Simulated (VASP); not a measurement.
# Ga6N7 (a cell with a defect) in VASP: single point with PBE

Aim: the single point of Ga6N7 (a cell with a defect) with PBE.

Everything below comes from runs of VASP 6.6.1. Logs are shortened: lines on timing, memory, paths and dates and some standing lists are left out, and cuts for length are marked.

### 1 The cell of the first run

The cell holds a defect, 13 atoms: a = 5.243 Å, b = 5.574 Å, c = 5.574 Å, α = 120.00°, β = 90.00°, γ = 90.00°.

### 2 Single point, PBE, collinear spin, ferromagnetic start

INCAR

```
SYSTEM = Ga6N7
  PREC = Accurate
  ENCUT = 520
  EDIFF = 1E-7
  ISMEAR = 0
  SIGMA = 0.02
  LREAL = .FALSE.
  LASPH = .TRUE.
  NELM = 150
  ALGO = Normal
  ISIF = 2
  LWAVE = .FALSE.
  LCHARG = .FALSE.
  ISPIN = 2
  MAGMOM = 0 0 0 0 0 0 0.17 0.17 0.17 0.19 0.19 0.19 1.59
  LORBIT = 11
  GGA = PE
  NBANDS = 72
```

KPOINTS

```
Automatic mesh
0
G
  3 3 3
  0 0 0
```

POSCAR

```
Ga6N7
1.0
    0.0000000000      0.0000000000      5.2431684095
    4.8275562239     -2.7871908853      0.0000000000
   -0.0000000001      5.5743817708      0.0000000000
Ga N
6 7
Direct
    0.4991523818      0.3276993424      0.3554002402
    0.4189842531      0.0073494742      0.7000000266
    0.4981156042      0.6611212489      1.0218966611
    1.0158142146     -0.0114333210      0.3105772484
    1.0159698457      0.6176514290      0.6811462848
    0.9817823114      0.3842184149      1.0767389660
    0.8659048586      0.3209588720      0.3656076541
    0.9832163679     -0.0739680665      0.6185164599
    0.8649243446      0.6746322257      1.0154698805
    0.3809890974     -0.0039427816      0.3402064647
    0.3824117105      0.6480566678      0.6899298964
    0.3479073830      0.3534208450      1.0481152168
   -0.2074169500      0.0941544705     -0.2236923428
```

Potentials or basis: VASP PAW PBE potentials, release 64 (Ga_d, N).

Run with:

```bash
cat potpaw_PBE.64/Ga_d/POTCAR potpaw_PBE.64/N/POTCAR > POTCAR
mpirun -np 1 vasp_std > vasp.out
```

OUTCAR:

```text
SYSTEM = Ga6N7
   PREC = Accurate
   ENCUT = 520
   EDIFF = 1E-7
   ISMEAR = 0
   LREAL = .FALSE.
   LASPH = .TRUE.
   NELM = 150
   ISIF = 2
   ISPIN = 2
   LORBIT = 11
   GGA = PE

 ion  position               nearest neighbor table
   1  0.499  0.328  0.355-  10 1.91   7 1.92  11 1.93  12 1.96
   2  0.419  0.007  0.700-  12 1.97  11 1.98  10 1.98  13 2.01   8 2.33
   3  0.498  0.661  0.022-  11 1.91  10 1.92   9 1.93  12 1.96
   4  0.016  0.989  0.311-   9 1.88   7 1.89  10 1.92   8 1.92
   5  0.016  0.618  0.681-   7 1.88   9 1.90   8 1.93  11 1.93
   6  0.982  0.384  0.077-   7 1.91   9 1.91  13 1.92  12 1.93
   7  0.866  0.321  0.366-   5 1.88   4 1.89   6 1.91   1 1.92
   8  0.983  0.926  0.619-  13 1.35   4 1.92   5 1.93   2 2.33
   9  0.865  0.675  0.015-   4 1.88   5 1.90   6 1.91   3 1.93
  10  0.381  0.996  0.340-   1 1.91   4 1.92   3 1.92   2 1.98
  11  0.382  0.648  0.690-   3 1.91   1 1.93   5 1.93   2 1.98
  12  0.348  0.353  0.048-   6 1.93   1 1.96   3 1.96   2 1.97
  13  0.793  0.094  0.776-   8 1.35   6 1.92   2 2.01

  LATTYP: Found a hexagonal cell.
 ALAT       =     5.5743817707
 C/A-ratio  =     0.9405829427

  Lattice vectors:

 A1 = (   4.8275562239,  -2.7871908853,   0.0000000000)
 A2 = (  -0.0000000001,   5.5743817708,   0.0000000000)
 A3 = (   0.0000000000,   0.0000000000,   5.2431684095)

Analysis of symmetry for initial positions (statically):
=====================================================================
 Subroutine PRICEL returns:
 Original cell was already a primitive cell.

 Routine SETGRP: Setting up the symmetry group for a
 hexagonal supercell.

 Subroutine GETGRP returns: Found  1 space group operations
 (whereof  1 operations were pure point group operations)
 out of a pool of 24 trial point group operations.

The static configuration has the point symmetry C_1 .

Analysis of symmetry for dynamics (positions and initial velocities):
=====================================================================
 Subroutine PRICEL returns:
 Original cell was already a primitive cell.

 Routine SETGRP: Setting up the symmetry group for a
 hexagonal supercell.

 Subroutine GETGRP returns: Found  1 space group operations
 (whereof  1 operations were pure point group operations)
 out of a pool of 24 trial point group operations.

The dynamic configuration has the point symmetry C_1 .

Analysis of structural, dynamic, and magnetic symmetry:
=====================================================================
 Subroutine PRICEL returns:
 Original cell was already a primitive cell.

 Routine SETGRP: Setting up the symmetry group for a
 hexagonal supercell.

 Subroutine GETGRP returns: Found  1 space group operations
 (whereof  1 operations were pure point group operations)
 out of a pool of 24 trial point group operations.

The overall configuration has the point symmetry C_1 .

 Subroutine INISYM returns: Found  1 space group operations
 (whereof  1 operations are pure point group operations),
 and found     1 'primitive' translations

----------------------------------------------------------------------------------------

                                     Primitive cell

  volume of cell :     141.0970

  direct lattice vectors                    reciprocal lattice vectors
     0.000000000  0.000000000  5.243168409     0.000000000  0.000000000  0.190724372
     4.827556224 -2.787190885  0.000000000     0.207144144  0.000000000  0.000000000
    -0.000000000  5.574381771  0.000000000     0.103572072  0.179392091  0.000000000

  length of vectors
     5.243168409  5.574381771  5.574381771     0.190724372  0.207144144  0.207144144

  position of ions in fractional coordinates (direct lattice)
     0.499152382  0.327699342  0.355400240
     0.418984253  0.007349474  0.700000027
     0.498115604  0.661121249  0.021896661
     0.015814215  0.988566679  0.310577248
     0.015969846  0.617651429  0.681146285
     0.981782311  0.384218415  0.076738966
     0.865904859  0.320958872  0.365607654
     0.983216368  0.926031933  0.618516460
     0.864924345  0.674632226  0.015469880
     0.380989097  0.996057218  0.340206465
     0.382411711  0.648056668  0.689929896
     0.347907383  0.353420845  0.048115217
     0.792583050  0.094154471  0.776307657

  ion indices of the primitive-cell ions
   primitive index   ion index
                 1           1
                 2           2
                 3           3
                 4           4
                 5           5
                 6           6
                 7           7
                 8           8
[... 39 lines left out ...]
  0.333333  0.333333  0.000000      2.000000
  0.333333  0.000000  0.333333      2.000000
  0.333333 -0.333333  0.333333      2.000000
  0.333333 -0.333333 -0.000000      2.000000
  0.333333 -0.000000 -0.333333      2.000000
  0.333333  0.333333 -0.333333      2.000000
  0.000000  0.333333  0.333333      2.000000
  0.333333  0.333333  0.333333      2.000000
  0.333333 -0.333333 -0.333333      2.000000
   k-points           NKPTS =     14   k-points in BZ     NKDIM =     14   number of bands    NBANDS=     72
   number of dos      NEDOS =    301   number of ions     NIONS =     13
   total plane-waves  NPLWV =  70560
   dimension x,y,z NGX =    40 NGY =   42 NGZ =   42
   dimension x,y,z NGXF=    80 NGYF=   84 NGZF=   84
   ions per type =               6   7
   NGX,Y,Z   is equivalent  to a cutoff of  12.68, 12.53, 12.53 a.u.
   NGXF,Y,Z  is equivalent  to a cutoff of  25.37, 25.05, 25.05 a.u.
 SYSTEM =  Ga6N7
   PREC   = accura    normal or accurate (medium, high low for compatibility)
   ISTART =      0    job   : 0-new  1-cont  2-samecut
   ICHARG =      2    charge: 1-file 2-atom 10-const
   ISPIN  =      2    spin polarized calculation?
   LNONCOLLINEAR =      F non collinear calculations
   LSORBIT =      F    spin-orbit coupling
   LASPH  =      T    aspherical Exc in radial PAW
   ENCUT  =  520.0 eV  38.22 Ry    6.18 a.u.   9.75 10.36 10.36*2*pi/ulx,y,z
   NELM   =    150;   NELMIN=  2; NELMDL= -5     # of ELM steps
   EDIFF  = 0.1E-06   stopping-criterion for ELM
   LREAL  =      F    real-space projection
   EDIFFG = 0.1E-05   stopping-criterion for IOM
   NSW    =      0    number of steps for IOM
   IBRION =     -1    ionic relax: 0-MD 1-quasi-New 2-CG
   NFREE  =      0    steps in history (QN), initial steepest desc. (CG)
   ISIF   =      2    stress and relaxation
   ISYM   =      2    0-nonsym 1-usesym 2-fastsym
   POTIM  = 0.5000    time-step for ionic-motion
   TEBEG  =    0.0;   TEEND  =   0.0 temperature during run
   PSTRESS=    0.0 pullay stress
   NELECT =     113.0000    total number of electrons
   NUPDOWN=      -1.0000    fix difference up-down
   EMIN   =  10.00;   EMAX   =-10.00  energy-range for DOS
   EFERMI =   0.00;   METHOD = LEGACY
   ISMEAR =     0;   SIGMA  =   0.02  broadening in eV -4-tet -1-fermi 0-gaus
   EFERMI_NEDOS =   21; number of points for ismear=-14 and -15
   IALGO  =     38    algorithm
   IMIX   =      4    mixing-type and parameters
     AMIX     =   0.40;   BMIX     =  1.00
     AMIX_MAG =   1.60;   BMIX_MAG =  1.00
  volume/ion in A,a.u.               =      10.85        73.24
  Fermi-wavevector in a.u.,A,eV,Ry     =   1.520297  2.872944 31.447175  2.311302
  Thomas-Fermi vector in A             =   2.629166
   LORBIT       =     11    0 simple, 1 ext, 2 COOP (PROOUT), +10 PAW based schemes
   GGA     = PE    functional components
   LHFCALC =     F    Hartree Fock is set to
   AEXX    =    0.0000 exact exchange contribution
   IVDW    =     0    specifies the selected vdW correction
   LEPSILON=     F    determine dielectric tensor
   LRPA    =     F    only Hartree local field effects (RPA)
 spin polarized calculation
 Gauss-broadening in eV      SIGMA  =   0.02
  energy-cutoff  :      520.00
  volume of cell :      141.10
 maximum number of plane-waves:      3817
 NGX is ok and might be reduce to    40
   NGX = 19   NGY = 21   NGZ = 21

 number of electron     113.0000010 magnetization       0.9999968

 Free energy of the ion-electron system (eV)
  ---------------------------------------------------
  ext. energy  EPLUGINS =         0.00000000
  ---------------------------------------------------
  free energy    TOTEN  =       -77.04325791 eV

  energy without entropy =      -77.04325791  energy(sigma->0) =      -77.04325791

 E-fermi :   6.8677     XC(G=0): -11.7751

 val. band max:        6.7912540133   @ k =   0.0000   0.0000   0.3333
 cond. band min:       6.9434802428   @ k =   0.0000  -0.3333   0.3333
 fundamental gap:      0.1522262295
 Fermi energy:         6.8676785466

 spin component 1

 k-point     1 :       0.0000    0.0000    0.0000
  band No.  band energies     occupation
      1     -13.4495      1.00000
      2     -10.5652      1.00000
      3      -9.8371      1.00000
      4      -9.7836      1.00000
      5      -9.5131      1.00000
      6      -9.4154      1.00000
[... 983 lines left out ...]
     67      13.6489      0.00000
     68      13.9396      0.00000
 Fermi energy:         6.8676785466

 spin component 2

 k-point     1 :       0.0000    0.0000    0.0000
  band No.  band energies     occupation
      1     -13.0476      1.00000
      2     -10.5306      1.00000
      3      -9.8154      1.00000
      4      -9.7593      1.00000
      5      -9.4844      1.00000
      6      -9.4055      1.00000
[... 983 lines left out ...]
     67      13.7239      0.00000
     68      14.0123      0.00000
 [bands above 68 left out]

------------------------ aborting loop because EDIFF is reached ----------------------------------------

  FORCE on cell =-STRESS in cart. coord.  units (eV):
  Direction    XX          YY          ZZ          XY          YZ          ZX
  --------------------------------------------------------------------------------------
  -------------------------------------------------------------------------------------
  Total       17.3900714     13.1300469     10.8458168      3.4531338     -1.4553370     -2.5209658
  in kB      197.4668012    149.0936007    123.1558338     39.2108383    -16.5255637    -28.6259344
  external PRESSURE =     156.5720786 kB  Pullay stress =       0.0000000 kB

 VOLUME and BASIS-vectors are now :
 -----------------------------------------------------------------------------
  energy-cutoff  :      520.00
  volume of cell :      141.10
      direct lattice vectors                 reciprocal lattice vectors
     0.000000000  0.000000000  5.243168409     0.000000000  0.000000000  0.190724372
     4.827556224 -2.787190885  0.000000000     0.207144144  0.000000000  0.000000000
    -0.000000000  5.574381771  0.000000000     0.103572072  0.179392091  0.000000000

 POSITION                                       TOTAL-FORCE (eV/Angst)
 -----------------------------------------------------------------------------------
      1.58199      1.06778      2.61714         0.015589      0.003574      0.020462
      0.03548      3.88158      2.19680        -0.020608     -0.021412      0.115029
      3.19160     -1.72061      2.61170         0.007372     -0.032983      0.056119
      4.77236     -1.02405      0.08292        -0.042769      0.008831      0.012985
      2.98175      2.07546      0.08373         0.080011     -0.009013     -0.059687
      1.85484     -0.64312      5.14765        -0.040619     -0.069729      0.032369
      1.54945      1.14346      4.54009        -0.011672     -0.013046      0.085357
      4.47047      0.86682      5.15517        -0.133265      0.005713      0.120045
      3.25683     -1.79409      4.53494        -0.029219     -0.151423      0.140506
      4.80852     -0.87976      1.99759        -0.004502      0.021355      0.039951
      3.12853      2.03967      2.00505        -0.027770     -0.030886     -0.011680
      1.70616     -0.71684      1.82414         0.034448     -0.061105      0.050862
      0.45454      4.06501      4.15565         0.173006      0.350123     -0.602319
 -----------------------------------------------------------------------------------
    total drift:                               -0.000643      0.000669      0.001237

  FREE ENERGIE OF THE ION-ELECTRON SYSTEM (eV)
  ---------------------------------------------------
  free  energy   TOTEN  =       -77.0432579129 eV

  energy  without entropy=      -77.0432579125  energy(sigma->0) =      -77.04325791

 total charge

# of ion       s       p       d       tot
------------------------------------------
    1        0.788   0.924  10.199  11.911
    2        0.772   0.829  10.171  11.773
    3        0.788   0.923  10.199  11.910
    4        0.813   0.970  10.225  12.009
    5        0.812   0.960  10.217  11.989
    6        0.807   0.950  10.213  11.970
    7        1.229   2.569   0.000   3.798
    8        1.244   2.587   0.000   3.831
    9        1.229   2.568   0.000   3.797
   10        1.229   2.538   0.000   3.767
   11        1.229   2.534   0.000   3.762
   12        1.225   2.519   0.000   3.745
   13        1.256   2.506   0.000   3.762
--------------------------------------------------
tot         13.421  23.377  61.224  98.023

 magnetization (x)

# of ion       s       p       d       tot
------------------------------------------
    1        0.000   0.001   0.001   0.003
    2       -0.003  -0.006   0.008  -0.001
    3        0.000   0.001   0.001   0.003
    4        0.008   0.027   0.011   0.045
    5        0.008   0.030   0.010   0.048
    6       -0.003  -0.005   0.006  -0.002
    7        0.002   0.017   0.000   0.019
    8        0.004   0.146   0.000   0.149
    9        0.002   0.017   0.000   0.019
   10        0.003   0.026   0.000   0.029
   11        0.003   0.026   0.000   0.028
   12       -0.000   0.004   0.000   0.004
   13        0.013   0.394   0.000   0.407
--------------------------------------------------
tot          0.036   0.678   0.036   0.750
```

Run time: 6.4 min. Hardware: 1 thread of Intel Xeon Platinum 8259CL at 2.50GHz (Skylake/Cascade Lake), shared host; peak memory 0.4 GiB.

Results:

- Free energy: -77.0433 eV
- Pressure: 15.7 GPa
- Largest force: 0.718 eV/Å
- Band gap on the k mesh: zero (filled and empty bands overlap)
- Net moment: 1.00 μB per cell
- Site moments: Ga +0.00, -0.00, +0.04, +0.05 (each value once); N +0.02, +0.15, +0.03, +0.00, +0.41 (each value once) μB
- Valence electrons inside the program's atomic spheres: Ga 11.91, 11.77, 12.01, 11.99, 11.97 (each value once); N 3.80, 3.83, 3.77, 3.76, 3.75 (each value once)

Forces on the atoms (eV/Å):
```
Ga   0.016  0.004  0.020
Ga  -0.021 -0.021  0.115
Ga   0.007 -0.033  0.056
Ga  -0.043  0.009  0.013
Ga   0.080 -0.009 -0.060
Ga  -0.041 -0.070  0.032
N   -0.012 -0.013  0.085
N   -0.133  0.006  0.120
N   -0.029 -0.151  0.141
N   -0.005  0.021  0.040
N   -0.028 -0.031 -0.012
N    0.034 -0.061  0.051
N    0.173  0.350 -0.602
```

Caveat: the k points lie up to 0.43 Å⁻¹ apart.

The gap in the log of VASP goes by the Fermi energy; the results here count the filled bands.